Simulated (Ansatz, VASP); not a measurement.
**C: VASP beside Ansatz**

```
CELL_PARAMETERS angstrom
1.23248 0.71157 3.36094
-1.23248 0.71157 3.36094
0.00000 -1.42315 3.36094
ATOMIC_POSITIONS crystal
C 0.15717 0.15717 0.15717
C 0.84283 0.84283 0.84283
```

Change from the starting cell: mode 4 frozen in at -0.095 Å and mode 6 at +0.000 Å (largest displacements).

Alike in both runs: task single point; functional PBE; dispersion D3(BJ); k mesh 15 × 15 × 15; occupations gaussian, width 0.05 eV; no spin polarisation.

|  | VASP | Ansatz |
| --- | --- | --- |
| version | VASP 6.6.1 | Ansatz 0.2.0 |
| potentials or method | VASP PAW PBE potentials, release 64 (C), cutoff 520 eV | scalar-relativistic, plane waves, PAW |
| valence electrons in the cell | 8 | 8 |

```tsv
	VASP	Ansatz	Ansatz less VASP
gap on the k mesh at the Fermi level (eV)	0.93	0.93	0.000
least direct gap on the mesh (eV)	0.98	0.98	0.000
pressure (GPa)	-1.7	-2.1	-0.47
traceless stress, the component that is largest in VASP (GPa)	-4.63	-4.10	+0.521
rms of the force components (eV/Å)	1.810	1.818	+0.0076
```

Atom by atom the forces differ by 0.008 eV/Å (rms over components).
